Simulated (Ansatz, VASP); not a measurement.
Two plane-wave programs on Mn2C

File INCAR:

```
SYSTEM = Mn2C
PREC = Accurate
ENCUT = 600
EDIFF = 1E-6
ISMEAR = 0
SIGMA = 0.1
LREAL = .False.
LASPH = .True.
NELM = 200
ALGO = Normal
ISIF = 2
LWAVE = .False.
LCHARG = .False.
ISPIN = 2
MAGMOM = 4 4 0
LORBIT = 11
LMAXMIX = 4
GGA = PE
NBANDS = 26
GGA_COMPAT = .False.
```

File KPOINTS:

```
regular mesh
0
Gamma
  6 6 6
  0 0 0
```

POSCAR

```
Mn2C
1.0
    0.0000000000      2.6909572000      2.6909572000
    2.6909572000      0.0000000000      2.6909572000
    2.6909572000      2.6909572000      0.0000000000
Mn C
2 1
Direct
    0.2500000000      0.2500000000      0.2500000000
    0.7500000000      0.7500000000      0.7500000000
    0.0000000000      0.0000000000      0.0000000000
```

Input for Ansatz:

```yaml
crystal:
  lattice:
    - [0.0, 2.6909572, 2.6909572]
    - [2.6909572, 0.0, 2.6909572]
    - [2.6909572, 2.6909572, 0.0]
  atoms:
    - { symbol: Mn, position: [0.25, 0.25, 0.25], spin: 4.0 }
    - { symbol: Mn, position: [0.75, 0.75, 0.75], spin: 4.0 }
    - { symbol: C, position: [0.0, 0.0, 0.0] }
basis:
  ecutwfc: 420
kpoints:
  mp_grid: { grid: [6, 6, 6] }
hamiltonian:
  xc: pbe
scf:
  occupations: { method: gaussian, width: 0.1 }
  lower_state_search: "off"
output:
  forces: true
  stress: true
  eigenvalues: true
  populations: true
magnetization:
  spin_polarized: true
```

Change from the starting cell: species swapped into the Li2S type (Fm-3m, No. 225).

Alike in both runs: task single point; functional PBE; k mesh 6 × 6 × 6; occupations gaussian, width 0.1 eV; collinear spin.

```csv
,VASP,Ansatz
version,VASP 6.6.1,Ansatz 0.2.0
potentials or method,"VASP PAW PBE potentials, release 64 (Mn_pv, C), cutoff 600 eV","scalar-relativistic, plane waves, PAW"
valence electrons in the cell,30,34
```

|  | VASP | Ansatz | Ansatz less VASP |
| --- | --- | --- | --- |
| gap on the k mesh at the Fermi level (eV) | none | none | - |
| net moment per atom (μB) | 1.75 | 1.74 | -0.012 |
| size of the moment on the site where the two differ most (μB) | 2.68 | 2.54 | -0.143 |

Site moments also hang on the region over which each program counts them. A gap of «none» marks a metal or a gap that the smearing closes. VASP's potentials hold 30 valence electrons a cell and Ansatz's 34, so a difference there can come from the potentials and not from the codes.
